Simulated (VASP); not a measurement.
# EuMoN2 (Cmmm) in VASP: a series of runs

The runs below take EuMoN2 through single point, with PBE.

Everything below comes from runs of VASP 6.6.1. Logs are shortened: lines on timing, memory, paths and dates and some standing lists are left out, and cuts for length are marked.

## 1. The cell of the first run

It takes space group Cmmm (No. 65, orthorhombic). Conventional cell: a = 3.594 Å, b = 5.555 Å, c = 7.972 Å, α = 90.00°, β = 90.00°, γ = 90.00°. Within 2.9 Å of Eu (site symmetry mmm) lie 2 N at 2.16 Å. Mo (site symmetry mmm) has 2 N at 1.83 Å within 2.4 Å. N (site symmetry mm2) has 1 Mo at 1.83 Å and 1 Eu at 2.16 Å within 2.4 Å.

The cell was built from a structure type or drawn by symmetry, and may not be a known phase.

## 2. Single point, PBE, collinear spin, ferromagnetic start

The input, INCAR:

```
  ALGO = Normal
  EDIFF = 1E-7
  ENCUT = 520
  GGA = PE
  ISIF = 2
  ISMEAR = 0
  ISPIN = 2
  LASPH = T
  LCHARG = F
  LMAXMIX = 6
  LORBIT = 11
  LREAL = F
  LWAVE = F
  MAGMOM = 7 1 0 0
  NBANDS = 32
  NELM = 150
  PREC = Accurate
  SIGMA = 0.1
```

The input, KPOINTS:

```
k-points
0
Gamma
  6 6 2
```

The input, POSCAR:

```
EuMoN2
1.0
    1.7969504068     -2.7775656194      0.0000000000
    1.7969504068      2.7775656194      0.0000000000
    0.0000000000      0.0000000000      7.9721188269
Eu Mo N
1 1 2
Direct
    0.5000000000      0.5000000000      0.5000000000
    0.5000000000      0.5000000000      0.0000000000
    0.5000000000      0.5000000000      0.2290757555
    0.5000000000      0.5000000000      0.7709242445
```

Potentials or basis: VASP PAW PBE potentials, release 64 (Eu, Mo_sv, N).

Run with:

```bash
$ cat potpaw_PBE.64/Eu/POTCAR potpaw_PBE.64/Mo_sv/POTCAR potpaw_PBE.64/N/POTCAR > POTCAR
$ mpirun -np 1 vasp_std > vasp.out
```

OUTCAR:

```text
EDIFF = 1E-7
   ENCUT = 520
   GGA = PE
   ISIF = 2
   ISMEAR = 0
   ISPIN = 2
   LASPH = T
   LORBIT = 11
   LREAL = F
   NELM = 150
   PREC = Accurate

 ion  position               nearest neighbor table
   1  0.500  0.500  0.500-   3 2.16   4 2.16
   2  0.500  0.500  0.000-   3 1.83   4 1.83
   3  0.500  0.500  0.229-   2 1.83   1 2.16
   4  0.500  0.500  0.771-   2 1.83   1 2.16

  LATTYP: Found a base centered orthorhombic cell.
 ALAT       =     3.5939008136
 B/A-ratio  =     1.5457107825
 C/A-ratio  =     2.2182356276

  Lattice vectors:

 A1 = (   1.7969504068,  -2.7775656194,   0.0000000000)
 A2 = (   1.7969504068,   2.7775656194,   0.0000000000)
 A3 = (   0.0000000000,   0.0000000000,   7.9721188269)

Analysis of symmetry for initial positions (statically):
=====================================================================
 Subroutine PRICEL returns:
 Original cell was already a primitive cell.

 Routine SETGRP: Setting up the symmetry group for a
 base centered orthorhombic supercell.

 Subroutine GETGRP returns: Found  8 space group operations
 (whereof  8 operations were pure point group operations)
 out of a pool of  8 trial point group operations.

The static configuration has the point symmetry D_2h.

Analysis of symmetry for dynamics (positions and initial velocities):
=====================================================================
 Subroutine PRICEL returns:
 Original cell was already a primitive cell.

 Routine SETGRP: Setting up the symmetry group for a
 base centered orthorhombic supercell.

 Subroutine GETGRP returns: Found  8 space group operations
 (whereof  8 operations were pure point group operations)
 out of a pool of  8 trial point group operations.

The dynamic configuration has the point symmetry D_2h.

Analysis of structural, dynamic, and magnetic symmetry:
=====================================================================
 Subroutine PRICEL returns:
 Original cell was already a primitive cell.

 Routine SETGRP: Setting up the symmetry group for a
 base centered orthorhombic supercell.

 Subroutine GETGRP returns: Found  8 space group operations
 (whereof  8 operations were pure point group operations)
 out of a pool of  8 trial point group operations.

The overall configuration has the point symmetry D_2h.

 Subroutine INISYM returns: Found  8 space group operations
 (whereof  8 operations are pure point group operations),
 and found     1 'primitive' translations

----------------------------------------------------------------------------------------

                                     Primitive cell

  volume of cell :      79.5800

  direct lattice vectors                    reciprocal lattice vectors
     1.796950407 -2.777565619  0.000000000     0.278249193 -0.180013749  0.000000000
     1.796950407  2.777565619  0.000000000     0.278249193  0.180013749  0.000000000
     0.000000000  0.000000000  7.972118827     0.000000000  0.000000000  0.125437167

  length of vectors
     3.308156818  3.308156818  7.972118827     0.331402419  0.331402419  0.125437167

  position of ions in fractional coordinates (direct lattice)
     0.500000000  0.500000000  0.500000000
     0.500000000  0.500000000  0.000000000
     0.500000000  0.500000000  0.229075755
     0.500000000  0.500000000  0.770924245

  ion indices of the primitive-cell ions
   primitive index   ion index
                 1           1
                 2           2
                 3           3
                 4           4

----------------------------------------------------------------------------------------

 KPOINTS: k-points

Automatic generation of k-mesh.
 Grid dimensions read from file:
 generate k-points for:    6    6    2

 Generating k-lattice:

  Cartesian coordinates                     Fractional coordinates (reciprocal lattice)
     0.046374865 -0.030002291  0.000000000     0.166666667  0.000000000  0.000000000
     0.046374865  0.030002291  0.000000000     0.000000000  0.166666667  0.000000000
     0.000000000  0.000000000  0.062718583     0.000000000  0.000000000  0.500000000

  Length of vectors
     0.055233736  0.055233736  0.062718583

  Shift w.r.t. Gamma in fractional coordinates (k-lattice)
     0.000000000  0.000000000  0.000000000

 Subroutine IBZKPT returns following result:
 ===========================================

 Found     26 irreducible k-points:

 Following reciprocal coordinates:
            Coordinates               Weight
  0.000000  0.000000  0.000000      1.000000
  0.166667  0.000000  0.000000      4.000000
  0.333333 -0.000000  0.000000      4.000000
  0.500000 -0.000000  0.000000      2.000000
  0.166667  0.166667  0.000000      2.000000
  0.333333  0.166667  0.000000      4.000000
[... 16 lines left out ...]
  0.333333  0.333333  0.500000      2.000000
  0.500000  0.333333  0.500000      4.000000
 [... further k-points ...]
   k-points           NKPTS =     26   k-points in BZ     NKDIM =     26   number of bands    NBANDS=     32
   number of dos      NEDOS =    301   number of ions     NIONS =      4
   total plane-waves  NPLWV =  47040
   dimension x,y,z NGX =    28 NGY =   28 NGZ =   60
   dimension x,y,z NGXF=    56 NGYF=   56 NGZF=  120
   ions per type =               1   1   2
   NGX,Y,Z   is equivalent  to a cutoff of  14.07, 14.07, 12.51 a.u.
   NGXF,Y,Z  is equivalent  to a cutoff of  28.14, 28.14, 25.02 a.u.
 SYSTEM =  unknown system
   PREC   = accura    normal or accurate (medium, high low for compatibility)
   ISTART =      0    job   : 0-new  1-cont  2-samecut
   ICHARG =      2    charge: 1-file 2-atom 10-const
   ISPIN  =      2    spin polarized calculation?
   LNONCOLLINEAR =      F non collinear calculations
   LSORBIT =      F    spin-orbit coupling
   LASPH  =      T    aspherical Exc in radial PAW
   ENCUT  =  520.0 eV  38.22 Ry    6.18 a.u.   6.15  6.15 14.82*2*pi/ulx,y,z
   NELM   =    150;   NELMIN=  2; NELMDL= -5     # of ELM steps
   EDIFF  = 0.1E-06   stopping-criterion for ELM
   LREAL  =      F    real-space projection
   EDIFFG = 0.1E-05   stopping-criterion for IOM
   NSW    =      0    number of steps for IOM
   IBRION =     -1    ionic relax: 0-MD 1-quasi-New 2-CG
   NFREE  =      0    steps in history (QN), initial steepest desc. (CG)
   ISIF   =      2    stress and relaxation
   ISYM   =      2    0-nonsym 1-usesym 2-fastsym
   POTIM  = 0.5000    time-step for ionic-motion
   TEBEG  =    0.0;   TEEND  =   0.0 temperature during run
   PSTRESS=    0.0 pullay stress
   NELECT =      41.0000    total number of electrons
   NUPDOWN=      -1.0000    fix difference up-down
   EMIN   =  10.00;   EMAX   =-10.00  energy-range for DOS
   EFERMI =   0.00;   METHOD = LEGACY
   ISMEAR =     0;   SIGMA  =   0.10  broadening in eV -4-tet -1-fermi 0-gaus
   EFERMI_NEDOS =   21; number of points for ismear=-14 and -15
   IALGO  =     38    algorithm
   IMIX   =      4    mixing-type and parameters
     AMIX     =   0.40;   BMIX     =  1.00
     AMIX_MAG =   1.60;   BMIX_MAG =  1.00
  volume/ion in A,a.u.               =      19.90       134.26
  Fermi-wavevector in a.u.,A,eV,Ry     =   1.312406  2.480087 23.434788  1.722408
  Thomas-Fermi vector in A             =   2.442800
   LORBIT       =     11    0 simple, 1 ext, 2 COOP (PROOUT), +10 PAW based schemes
   GGA     = PE    functional components
   LHFCALC =     F    Hartree Fock is set to
   AEXX    =    0.0000 exact exchange contribution
   IVDW    =     0    specifies the selected vdW correction
   LEPSILON=     F    determine dielectric tensor
   LRPA    =     F    only Hartree local field effects (RPA)
 spin polarized calculation
 Gauss-broadening in eV      SIGMA  =   0.10
  energy-cutoff  :      520.00
  volume of cell :       79.58
 maximum number of plane-waves:      2162
 NGX is ok and might be reduce to    28
   NGX = 13   NGY = 13   NGZ = 29

 number of electron      41.0000005 magnetization       7.1751887

 Free energy of the ion-electron system (eV)
  ---------------------------------------------------
  ext. energy  EPLUGINS =         0.00000000
  ---------------------------------------------------
  free energy    TOTEN  =       -35.03873500 eV

  energy without entropy =      -35.02749695  energy(sigma->0) =      -35.03311598

 E-fermi :   3.1096     XC(G=0):  -9.8975

 val. band max:        3.0928404696   @ k =  -0.1667   0.1667   0.5000
 cond. band min:       3.1186013082   @ k =  -0.3333   0.3333   0.0000
 fundamental gap:      0.0257608386
 Fermi energy:         3.1095899690

 spin component 1

 k-point     1 :       0.0000    0.0000    0.0000
  band No.  band energies     occupation
      1     -58.0424      1.00000
      2     -38.3054      1.00000
      3     -32.5144      1.00000
      4     -31.9662      1.00000
      5     -31.9048      1.00000
      6     -17.4868      1.00000
[... 829 lines left out ...]
     31       7.3671      0.00000
     32       8.0058      0.00000

 [... further k-points ...]

 spin component 2

 k-point     1 :       0.0000    0.0000    0.0000
  band No.  band energies     occupation
      1     -57.9858      1.00000
      2     -35.2240      1.00000
      3     -32.4338      1.00000
      4     -31.9178      1.00000
      5     -31.8547      1.00000
      6     -15.5773      1.00000
[... 829 lines left out ...]
     31       8.7888      0.00000
     32       9.1274      0.00000

 [... further k-points ...]

------------------------ aborting loop because EDIFF is reached ----------------------------------------

  FORCE on cell =-STRESS in cart. coord.  units (eV):
  Direction    XX          YY          ZZ          XY          YZ          ZX
  --------------------------------------------------------------------------------------
  -------------------------------------------------------------------------------------
  Total       -0.0227845      0.0922787      0.1406727     -0.0000000      0.0000000      0.0000000
  in kB       -0.4587180      1.8578377      2.8321508     -0.0000000      0.0000000      0.0000000
  external PRESSURE =       1.4104235 kB  Pullay stress =       0.0000000 kB

 VOLUME and BASIS-vectors are now :
 -----------------------------------------------------------------------------
  energy-cutoff  :      520.00
  volume of cell :       79.58
      direct lattice vectors                 reciprocal lattice vectors
     1.796950407 -2.777565619  0.000000000     0.278249193 -0.180013749  0.000000000
     1.796950407  2.777565619  0.000000000     0.278249193  0.180013749  0.000000000
     0.000000000  0.000000000  7.972118827     0.000000000  0.000000000  0.125437167

 POSITION                                       TOTAL-FORCE (eV/Angst)
 -----------------------------------------------------------------------------------
      1.79695      0.00000      3.98606         0.000000      0.000000      0.000000
      1.79695      0.00000      0.00000         0.000000     -0.000000      0.000000
      1.79695      0.00000      1.82622        -0.000000      0.000000     -0.004938
      1.79695      0.00000      6.14590         0.000000      0.000000      0.004938
 -----------------------------------------------------------------------------------
    total drift:                                0.000000      0.000000      0.000000

  FREE ENERGIE OF THE ION-ELECTRON SYSTEM (eV)
  ---------------------------------------------------
  free  energy   TOTEN  =       -35.0387350029 eV

  energy  without entropy=      -35.0274969492  energy(sigma->0) =      -35.03311598

 total charge

# of ion       s       p       d       f       tot
--------------------------------------------------
    1        2.083   5.701   0.678   6.500  14.962
    2        2.334   6.191   3.883   0.000  12.408
    3        1.330   2.311   0.000   0.000   3.641
    4        1.330   2.311   0.000   0.000   3.641
--------------------------------------------------
tot          7.077  16.514   4.561   6.500  34.653

 magnetization (x)

# of ion       s       p       d       f       tot
--------------------------------------------------
    1        0.035  -0.075   0.290   6.395   6.644
    2       -0.000   0.012   0.072   0.000   0.084
    3       -0.004  -0.098   0.000   0.000  -0.101
    4       -0.004  -0.098   0.000   0.000  -0.101
--------------------------------------------------
tot          0.027  -0.258   0.362   6.395   6.525
```

Run time: 13 min. Hardware: 1 thread of AMD EPYC 7R13 (Zen 3), shared host; peak memory 0.3 GiB.

What came out:

| Item | Value |
| --- | --- |
| Free energy | -35.0387 eV |
| Pressure | 0.1 GPa |
| Largest force | 0.005 eV/Å |
| Net moment | 7.18 μB per cell |
| Site moments | Eu +6.64; Mo +0.08; N -0.10 μB |
| Valence electrons inside the program's atomic spheres | Eu 14.96; Mo 12.41; N 3.64 |

Forces in eV/Å, atoms in the order of the input:
```
Eu   0.000  0.000  0.000
Mo   0.000  0.000  0.000
N    0.000  0.000 -0.005
N    0.000  0.000  0.005
```

Stress tensor (GPa, compression positive):
```
-0.05  0.00  0.00
 0.00  0.19  0.00
 0.00  0.00  0.28
```

Levels at points of the mesh, in eV from the Fermi level:
Spin up:
| k point | band 20 | band 21 | band 22 | band 23 | band 24 | band 25 | band 26 | band 27 | band 28 | band 29 |
| --- | --- | --- | --- | --- | --- | --- | --- | --- | --- | --- |
| (0.00, 0.00, 0.00) | -0.75 | -0.68 | -0.65 | -0.47 | 0.35 | 0.37 | 0.53 | 0.55 | 1.45 | 2.96 |
| (0.50, 0.00, 0.00) | -0.76 | -0.68 | -0.60 | -0.55 | 0.27 | 0.46 | 1.00 | 1.54 | 2.80 | 3.52 |
| (0.50, 0.50, 0.00) | -0.77 | -0.66 | -0.59 | -0.49 | -0.03 | 0.51 | 1.08 | 1.90 | 2.26 | 4.26 |
| (0.00, 0.00, 0.50) | -0.64 | -0.58 | -0.55 | -0.51 | -0.48 | -0.46 | -0.24 | 0.36 | 1.45 | 3.46 |
| (0.50, 0.00, 0.50) | -0.77 | -0.66 | -0.61 | -0.59 | -0.56 | -0.25 | 1.54 | 2.14 | 2.15 | 3.75 |
| (0.50, 0.50, 0.50) | -0.81 | -0.78 | -0.61 | -0.59 | -0.53 | -0.21 | 1.90 | 2.37 | 2.40 | 3.45 |
Spin down:
| k point | band 13 | band 14 | band 15 | band 16 | band 17 | band 18 | band 19 | band 20 | band 21 | band 22 |
| --- | --- | --- | --- | --- | --- | --- | --- | --- | --- | --- |
| (0.00, 0.00, 0.00) | -2.38 | -2.17 | -0.79 | -0.63 | -0.43 | -0.23 | 0.06 | 0.41 | 3.05 | 3.11 |
| (0.50, 0.00, 0.00) | -2.62 | -2.50 | -1.72 | -0.57 | 0.26 | 0.64 | 1.02 | 1.59 | 2.99 | 3.51 |
| (0.50, 0.50, 0.00) | -2.98 | -2.54 | -1.64 | -1.04 | 0.31 | 0.42 | 1.05 | 1.92 | 2.53 | 3.75 |
| (0.00, 0.00, 0.50) | -2.19 | -2.06 | -1.88 | -0.83 | -0.70 | -0.63 | -0.48 | 0.41 | 3.05 | 3.24 |
| (0.50, 0.00, 0.50) | -2.96 | -2.38 | -1.64 | -1.58 | -0.86 | 0.63 | 1.59 | 2.21 | 2.76 | 3.20 |
| (0.50, 0.50, 0.50) | -2.87 | -2.83 | -1.59 | -1.50 | -1.40 | 0.40 | 1.92 | 2.24 | 2.95 | 3.10 |

Caveat: the k points lie up to 0.39 Å⁻¹ apart; spin-orbit coupling is left out, which moves the levels of the heavy elements; a cell with one magnetic atom can't hold antiferromagnetic order, which such compounds often take; semilocal functionals describe open f shells poorly, which spoils levels, moments and volumes. The state reached can hang on the start; a lower one may exist.

[end of part 1 of 2]
